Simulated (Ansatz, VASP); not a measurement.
Ge in VASP and in Ansatz

File INCAR:

```
PREC = Accurate
ENCUT = 520
EDIFF = 1E-6
ISMEAR = 0
SIGMA = 0.15
LREAL = F
LASPH = T
NELM = 100
ALGO = Normal
ISIF = 2
LWAVE = F
LCHARG = F
GGA = PS
NBANDS = 21
```

Contents of KPOINTS:

```
regular mesh
0
Gamma
  18 18 18
```

Contents of POSCAR:

```
Ge
1.0
    0.0000000000      2.8804489374      2.8804489374
    2.8804489374      0.0000000000      2.8804489374
    2.8804489374      2.8804489374      0.0000000000
Ge
2
Direct
    0.5000000000      0.5000000000      0.5000000000
    0.7500000000      0.7500000000      0.7500000000
```

Input for Ansatz:

```yaml
crystal:
  lattice:
    - [0.0, 2.8804489374, 2.8804489374]
    - [2.8804489374, 0.0, 2.8804489374]
    - [2.8804489374, 2.8804489374, 0.0]
  atoms:
    - { symbol: Ge, position: [0.5, 0.5, 0.5] }
    - { symbol: Ge, position: [0.75, 0.75, 0.75] }
basis:
  ecutwfc: 420
kpoints:
  mp_grid: { grid: [18, 18, 18] }
hamiltonian:
  xc: pbesol
scf:
  occupations: { method: gaussian, width: 0.15 }
output:
  forces: true
  stress: true
  eigenvalues: true
```

Change from the starting cell: strain +0.015 along x and y, +0.015 along z, atoms carried along.

Alike in both runs: task single point; functional PBEsol; k mesh 18 × 18 × 18; occupations gaussian, width 0.15 eV; no spin polarisation.

|  | VASP | Ansatz |
| --- | --- | --- |
| version | VASP 6.6.1 | Ansatz 0.2.0 |
| potentials or method | VASP PAW PBE potentials, release 64 (Ge_d), cutoff 520 eV | scalar-relativistic, plane waves, PAW |
| valence electrons in the cell | 28 | 28 |

```csv
,VASP,Ansatz,Ansatz less VASP
gap on the k mesh at the Fermi level (eV),none,none,-
pressure (GPa),-2.8,-2.7,+0.08
```

VASP's potentials were made for PBE, not for PBEsol. A gap of «none» marks a metal or a gap that the smearing closes.
